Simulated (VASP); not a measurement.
## BAs: G0W0 quasiparticle levels with PBE

Crystal: BAs.

```
B As
1.0
     0.00000    2.38850    2.38850
     2.38850    0.00000    2.38850
     2.38850    2.38850    0.00000
B As
1 1
Direct
  0.00000 0.00000 0.00000
  0.25000 0.25000 0.25000
```

```
Program                         : VASP 6.6.1
Task                            : G0W0 quasiparticle levels
Functional                      : PBE
Potentials or basis             : VASP PAW PBE potentials, release 64 (B_GW, As_GW)
Cutoff                          : 500 eV
k mesh                          : 2 × 2 × 2
Occupations                     : gaussian, width 0.01 eV
Spin                            : no spin polarisation
Dipole correction               : no
GW scheme                       : G0W0
GW iterations                   : 1
Cutoff of the response function : 180
Frequency points                : 48
Empty bands                     : 271
Further INCAR settings          : ALGO = EVGW0; EDIFF = 1e-08; NBANDS = 275
```

```json
{"Band gap on the k mesh, mean-field level": "1.28 eV, indirect (least direct gap 3.14 eV)", "Quasiparticle gap": "1.77 eV", "Least direct quasiparticle gap": "4.03 eV"}
```

Levels at points of the mesh, in eV from the valence-band top:
```tsv
k point	band 1	band 2	band 3	band 4	band 5	band 6	band 7	band 8
(0.00, 0.00, 0.00)	-15.51	0.00	0.00	0.00	3.14	3.14	3.14	4.69
(0.50, 0.00, 0.00)	-12.62	-8.89	-1.86	-1.86	2.64	4.63	4.63	8.78
(0.50, 0.50, 0.00)	-11.31	-8.59	-4.16	-4.16	1.28	1.32	11.35	11.35
```

Wall time 19 s on 1 thread of Intel Xeon 8259CL (shared host), peak memory 0.19 GiB.

Caveat: the k points lie up to 1.14 Å⁻¹ apart; bands, screening cutoff and mesh are small and nothing is extrapolated, so the quasiparticle values aren't converged. A k mesh can miss the band edges.
